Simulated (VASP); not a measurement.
# NiO (Fm-3m) in VASP: relaxation of the atoms with PBE

Aim: the relaxation of the atoms of NiO with PBE.

All numbers are computed with VASP 6.6.1; they aren't measurements. Logs are shortened: lines on timing, memory, paths and dates and some standing lists are left out, and cuts for length are marked.

## (1) The cell of the first run

The structure is cubic, space group Fm-3m (No. 225). Conventional cell: a = 4.105 Å, b = 4.105 Å, c = 4.105 Å, α = 90.00°, β = 90.00°, γ = 90.00°. Within 2.7 Å of Ni (site symmetry m-3m) lie 6 O at 2.05 Å. O (site symmetry m-3m) has 6 Ni at 2.05 Å within 2.7 Å.

## (2) Relaxation of the atoms, PBE, collinear spin, ferromagnetic start (8.64 Å³/atom)

INCAR reads:

```
ALGO = Normal ; EDIFF = 1E-6
EDIFFG = -0.02 ; ENCUT = 520
GGA = PE ; IBRION = 2
ISIF = 2 ; ISMEAR = -1
ISPIN = 2 ; KPAR = 4
LASPH = True ; LCHARG = False
LMAXMIX = 4 ; LORBIT = 11
LREAL = False ; LWAVE = False
MAGMOM = 2 0 ; NELM = 150
NSW = 80 ; PREC = Accurate
SIGMA = 0.05
```

KPOINTS reads:

```
k-points
0
Gamma
  19 19 19
```

POSCAR reads:

```
NiO
1.0
    0.0000000000      2.0522622853      2.0522622853
    2.0522622853      0.0000000000      2.0522622853
    2.0522622853      2.0522622853      0.0000000000
Ni O
1 1
Direct
    0.0000000000      0.0000000000      0.0000000000
    0.5000000000      0.5000000000      0.5000000000
```

Potentials or basis: VASP PAW PBE potentials, release 64 (Ni, O).

Launch:

```bash
> cat potpaw_PBE.64/Ni/POTCAR potpaw_PBE.64/O/POTCAR > POTCAR
> mpirun -np 4 vasp_std > vasp.out
```

OUTCAR:

```text
EDIFF = 1E-6
   EDIFFG = -0.02
   ENCUT = 520
   GGA = PE
   IBRION = 2
   ISIF = 2
   ISMEAR = -1
   ISPIN = 2
   LASPH = True
   LORBIT = 11
   LREAL = False
   NELM = 150
   NSW = 80
   PREC = Accurate

 ion  position               nearest neighbor table
   1  0.000  0.000  0.000-   2 2.05   2 2.05   2 2.05   2 2.05   2 2.05   2 2.05
   2  0.500  0.500  0.500-   1 2.05   1 2.05   1 2.05   1 2.05   1 2.05   1 2.05

  LATTYP: Found a face centered cubic cell.
 ALAT       =     4.1045245706

  Lattice vectors:

 A1 = (   0.0000000000,   2.0522622853,   2.0522622853)
 A2 = (   2.0522622853,   0.0000000000,   2.0522622853)
 A3 = (   2.0522622853,   2.0522622853,   0.0000000000)

Analysis of symmetry for initial positions (statically):
=====================================================================
 Subroutine PRICEL returns:
 Original cell was already a primitive cell.

 Routine SETGRP: Setting up the symmetry group for a
 face centered cubic supercell.

 Subroutine GETGRP returns: Found 48 space group operations
 (whereof 48 operations were pure point group operations)
 out of a pool of 48 trial point group operations.

The static configuration has the point symmetry O_h .

Analysis of symmetry for dynamics (positions and initial velocities):
=====================================================================
 Subroutine PRICEL returns:
 Original cell was already a primitive cell.

 Routine SETGRP: Setting up the symmetry group for a
 face centered cubic supercell.

 Subroutine GETGRP returns: Found 48 space group operations
 (whereof 48 operations were pure point group operations)
 out of a pool of 48 trial point group operations.

The dynamic configuration has the point symmetry O_h .

Analysis of structural, dynamic, and magnetic symmetry:
=====================================================================
 Subroutine PRICEL returns:
 Original cell was already a primitive cell.

 Routine SETGRP: Setting up the symmetry group for a
 face centered cubic supercell.

 Subroutine GETGRP returns: Found 48 space group operations
 (whereof 48 operations were pure point group operations)
 out of a pool of 48 trial point group operations.

The overall configuration has the point symmetry O_h .

 Subroutine INISYM returns: Found 48 space group operations
 (whereof 48 operations are pure point group operations),
 and found     1 'primitive' translations

----------------------------------------------------------------------------------------

                                     Primitive cell

  volume of cell :      17.2874

[... 140 lines left out ...]
 cond. band min:       8.7518336677   @ k =  -0.4737   0.2105   0.1053
 fundamental gap:      0.0082972921
 Fermi energy:         8.7503205871

 spin component 1

 k-point     1 :       0.0000    0.0000    0.0000
  band No.  band energies     occupation
      1     -12.2257      1.00000
      2       5.4293      1.00000
      3       5.4293      1.00000
      4       5.4293      1.00000
      5       5.6642      1.00000
      6       5.6642      1.00000
      7       6.0114      1.00000
      8       6.0115      1.00000
      9       6.0115      1.00000
     10      10.5185      0.00000
     11      26.6878      0.00000
     12      28.0252      0.00000
     13      28.0252      0.00000
[... 356 lines left out ...]
      2       1.6696      1.00000
      3       3.0416      1.00000
      4       3.2655      1.00000
      5       6.4256      1.00000
      6       6.4389      1.00000
      7       6.8943      1.00000
      8       7.9780      1.00000
      9       8.5041      0.99279
     10      13.7134      0.00000
     11      20.6131      0.00000
     12      24.3879      0.00000
     13      25.0733      0.00000

 [... further k-points ...]

 spin component 2

 k-point     1 :       0.0000    0.0000    0.0000
  band No.  band energies     occupation
      1     -11.8633      1.00000
      2       5.8531      1.00000
      3       5.8531      1.00000
      4       5.8531      1.00000
      5       6.7266      1.00000
      6       6.7267      1.00000
      7       6.7268      1.00000
      8       7.8886      1.00000
      9       7.8887      1.00000
     10      10.8252      0.00000
     11      26.6411      0.00000
     12      28.2271      0.00000
     13      28.2272      0.00000
[... 356 lines left out ...]
      2       2.0463      1.00000
      3       4.0063      1.00000
      4       4.0941      1.00000
      5       7.2414      1.00000
      6       7.4108      1.00000
      7       7.6119      1.00000
      8       9.5891      0.00000
      9      10.1923      0.00000
     10      14.0384      0.00000
     11      20.8730      0.00000
     12      24.6729      0.00000
     13      25.3884      0.00000

 [... further k-points ...]

------------------------ aborting loop because EDIFF is reached ----------------------------------------

  FORCE on cell =-STRESS in cart. coord.  units (eV):
  Direction    XX          YY          ZZ          XY          YZ          ZX
  --------------------------------------------------------------------------------------
  -------------------------------------------------------------------------------------
  Total        1.6571204      1.6571204      1.6571204      0.0000000      0.0000000      0.0000000
  in kB      153.5804918    153.5804918    153.5804918      0.0000000      0.0000000      0.0000000
  external PRESSURE =     153.5804918 kB  Pullay stress =       0.0000000 kB

 VOLUME and BASIS-vectors are now :
 -----------------------------------------------------------------------------
  energy-cutoff  :      520.00
  volume of cell :       17.29
      direct lattice vectors                 reciprocal lattice vectors
     0.000000000  2.052262285  2.052262285    -0.243633576  0.243633576  0.243633576
     2.052262285  0.000000000  2.052262285     0.243633576 -0.243633576  0.243633576
     2.052262285  2.052262285  0.000000000     0.243633576  0.243633576 -0.243633576

 POSITION                                       TOTAL-FORCE (eV/Angst)
 -----------------------------------------------------------------------------------
      0.00000      0.00000      0.00000         0.000000      0.000000      0.000000
      2.05226      2.05226      2.05226        -0.000000     -0.000000     -0.000000
 -----------------------------------------------------------------------------------
    total drift:                                0.000000     -0.000000     -0.000000

  FREE ENERGIE OF THE ION-ELECTRON SYSTEM (eV)
  ---------------------------------------------------
  free  energy   TOTEN  =       -11.4191966924 eV

  energy  without entropy=      -11.4082424502  energy(sigma->0) =      -11.41371957

 reached required accuracy - stopping structural energy minimisation

 total charge

# of ion       s       p       d       tot
------------------------------------------
    1        0.349   0.445   8.305   9.099
    2        1.559   3.441   0.000   5.000
--------------------------------------------------
tot          1.908   3.886   8.305  14.099

 magnetization (x)

# of ion       s       p       d       tot
------------------------------------------
    1        0.012   0.015   1.244   1.271
    2        0.028   0.192   0.000   0.220
--------------------------------------------------
tot          0.040   0.208   1.244   1.491
```

OSZICAR:

```text
N       E                     dE             d eps       ncg     rms          rms(c)
DAV:   1     0.861550631050E+02    0.86155E+02   -0.83032E+03 11917   0.162E+03
DAV:   2    -0.831161699247E+01   -0.94467E+02   -0.83580E+02 12230   0.290E+02
DAV:   3    -0.136318779274E+02   -0.53203E+01   -0.51451E+01 12700   0.772E+01
DAV:   4    -0.136876767854E+02   -0.55799E-01   -0.55759E-01 12691   0.780E+00
DAV:   5    -0.136888355925E+02   -0.11588E-02   -0.11588E-02 12717   0.116E+00    0.161E+01
DAV:   6    -0.123959404516E+02    0.12929E+01   -0.18527E+01 12804   0.886E+01    0.180E+01
DAV:   7    -0.114310725668E+02    0.96487E+00   -0.49119E+00 13369   0.667E+01    0.651E+00
DAV:   8    -0.114235132049E+02    0.75594E-02   -0.32797E-01 13310   0.854E+00    0.389E+00
DAV:   9    -0.114186596125E+02    0.48536E-02   -0.21323E-02 16691   0.262E+00    0.945E-01
DAV:  10    -0.114189473509E+02   -0.28774E-03   -0.30238E-03 12416   0.857E-01    0.197E-01
DAV:  11    -0.114191534359E+02   -0.20608E-03   -0.18205E-04 16305   0.280E-01    0.147E-01
DAV:  12    -0.114191941462E+02   -0.40710E-04   -0.25354E-04 14685   0.414E-01    0.364E-02
DAV:  13    -0.114191964856E+02   -0.23394E-05   -0.59824E-05 16343   0.143E-01    0.234E-02
DAV:  14    -0.114191969490E+02   -0.46336E-06   -0.10625E-05 16470   0.893E-02    0.996E-03
DAV:  15    -0.114191966924E+02    0.25663E-06   -0.40398E-06 13191   0.454E-02
   1 F= -.11419197E+02 E0= -.11413720E+02  d E =-.114192E+02  mag=     1.5281
```

It took 78 s on 4 MPI ranks of AMD EPYC, shared host; peak memory 0.18 GiB.

Results:

- Free energy: -11.4192 eV
- Pressure after relaxing: 15.4 GPa
- Net moment: 1.53 μB per cell
- Site moments: Ni +1.27; O +0.22 μB
- Valence electrons inside the program's atomic spheres: Ni 9.10; O 5.00

Final structure:
```
Ni O
1.0
     0.00000    2.05226    2.05226
     2.05226    0.00000    2.05226
     2.05226    2.05226    0.00000
Ni O
1 1
Direct
  0.00000 0.00000 0.00000
  0.50000 0.50000 0.50000
```

Levels at points of the mesh, in eV from the Fermi level:
Spin up:
| k point | band 5 | band 6 | band 7 | band 8 | band 9 | band 10 | band 11 | band 12 | band 13 |
| --- | --- | --- | --- | --- | --- | --- | --- | --- | --- |
| (0.00, 0.00, 0.00) | -3.09 | -3.09 | -2.74 | -2.74 | -2.74 | 1.77 | 17.94 | 19.27 | 19.27 |
Spin down:
| k point | band 3 | band 4 | band 5 | band 6 | band 7 | band 8 | band 9 | band 10 | band 11 | band 12 |
| --- | --- | --- | --- | --- | --- | --- | --- | --- | --- | --- |
| (0.00, 0.00, 0.00) | -2.90 | -2.90 | -2.02 | -2.02 | -2.02 | -0.86 | -0.86 | 2.07 | 17.89 | 19.48 |

Caveat: the relaxation stopped at its first step, so nothing moved; a cell with one magnetic atom can't hold antiferromagnetic order, which such compounds often take; semilocal functionals often make such compounds metallic where correlation or magnetic order opens a gap, which also shifts bond lengths.
